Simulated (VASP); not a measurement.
# MgO: single point with PBEsol

MgO:

```
Mg O
1.0
     0.00000    2.10760    2.10760
     2.10760    0.00000    2.10760
     2.10760    2.10760    0.00000
Mg O
1 1
Direct
  0.98107 0.01893 0.01893
  0.52875 0.47125 0.47125
```

This cell differs from its parent crystal: mode 4 frozen in at -0.121 Å and mode 5 at +0.000 Å (largest displacements).

- Program: VASP 6.6.1
- Task: single point
- Functional: PBEsol
- Potentials or basis: VASP PAW PBE potentials, release 64 (Mg, O)
- Cutoff: 520 eV
- k mesh: 10 × 10 × 10
- Occupations: gaussian, width 0.05 eV
- Spin: no spin polarisation

```
Pressure               : 3.7 GPa
Largest force          : 1.407 eV/Å
Band gap on the k mesh : 4.60 eV, direct
```

Forces in eV/Å, atoms in the order of the input:
```
Mg  -1.407  0.000  0.000
O    1.407  0.000  0.000
```

Stress tensor (GPa, compression positive):
```
13.75  0.00  0.00
 0.00 -1.35  0.00
 0.00  0.00 -1.35
```

Levels at points of the mesh, in eV from the valence-band top:
| k point | band 1 | band 2 | band 3 | band 4 | band 5 | band 6 | band 7 | band 8 |
| --- | --- | --- | --- | --- | --- | --- | --- | --- |
| (0.00, 0.00, 0.00) | -17.17 | -0.05 | 0.00 | 0.00 | 4.60 | 15.73 | 15.82 | 15.82 |
| (0.50, 0.00, 0.00) | -15.88 | -4.63 | -0.64 | -0.62 | 7.76 | 12.33 | 16.15 | 16.29 |
| (0.50, 0.50, 0.00) | -15.61 | -4.10 | -1.38 | -1.34 | 9.08 | 9.67 | 13.00 | 18.76 |
| (0.00, 0.50, 0.50) | -15.62 | -4.05 | -1.33 | -1.33 | 8.96 | 9.60 | 13.02 | 18.88 |

It took 6.6 s on 1 thread of Intel(R) Xeon(R) 6975P-C (Granite Rapids), on a shared host, peak memory 0.15 GiB.

Caveat: the cell differs from its parent crystal (mode 4 frozen in at -0.121 Å and mode 5 at +0.000 Å (largest displacements)); the PAW data sets were made with another functional, which shifts forces and pressure a little.
